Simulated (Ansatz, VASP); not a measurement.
## Rh: VASP beside Ansatz

INCAR

```
PREC     = Accurate       # precision mode
ENCUT    = 600            # plane-wave cutoff, eV
EDIFF    = 1E-6           # SCF threshold, eV
ISMEAR   = 0              # smearing method
SIGMA    = 0.1            # smearing width, eV
LREAL    = False          # projectors in reciprocal space
LASPH    = True           # aspherical terms in the spheres
NELM     = 80             # most SCF steps
ALGO     = Normal         # electronic algorithm
ISIF     = 3              # what is computed and relaxed
LWAVE    = False          # write WAVECAR
LCHARG   = False          # write CHGCAR
GGA      = PE             # functional
IBRION   = 2              # ionic algorithm
NSW      = 90             # ionic steps
EDIFFG   = -0.02          # ionic threshold
```

KPOINTS

```
Automatic mesh
0
Gamma
  12 12 8
```

File POSCAR:

```
Rh
1.0
    2.7309790422      0.0000000000      0.0000000000
   -1.3654895211      2.3650972278      0.0000000000
    0.0000000000      0.0000000000      4.4284890000
Rh
2
Direct
    0.6666666700      0.3333333300      0.7500000000
    0.3333333300      0.6666666700      0.2500000000
```

Input for Ansatz:

```yaml
crystal:
  lattice:
    - [2.7309790422, 0.0, 0.0]
    - [-1.3654895211, 2.3650972278, 0.0]
    - [0.0, 0.0, 4.428489]
  atoms:
    - { symbol: Rh, position: [0.66666667, 0.33333333, 0.75] }
    - { symbol: Rh, position: [0.33333333, 0.66666667, 0.25] }
basis:
  ecutwfc: 420
kpoints:
  mp_grid: { grid: [12, 12, 8] }
hamiltonian:
  xc: pbe
scf:
  occupations: { method: gaussian, width: 0.1 }
output:
  forces: true
  stress: true
  eigenvalues: true
  write_density: true
  write_potential: true
  elf: true
  volumetric_format: npy
relax:
  adjacent_minimum: "off"
  f_tol: 0.02
  max_steps: 70
  cell: { stress_tol: 0.1 }
```

Alike in both runs: task relaxation of cell and atoms; functional PBE; k mesh 12 × 12 × 8; occupations gaussian, width 0.1 eV; no spin polarisation.

|  | VASP | Ansatz |
| --- | --- | --- |
| version | VASP 6.6.1 | Ansatz 0.2.0 |
| potentials or method | VASP PAW PBE potentials, release 64 (Rh_pv), cutoff 600 eV | scalar-relativistic, plane waves, PAW |
| valence electrons in the cell | 30 | 34 |

```tsv
	VASP	Ansatz	Ansatz less VASP
gap on the k mesh at the Fermi level, each at its own relaxed structure (eV)	none	none	-
relaxed volume (Å³/atom)	14.09	14.10	+0.008
relaxed length of the cell vector where the two differ most in proportion (Å)	4.395	4.396	+0.0012
```

A gap of «none» marks a metal or a gap that the smearing closes. VASP's potentials hold 30 valence electrons a cell and Ansatz's 34, so a difference there can come from the potentials and not from the codes.
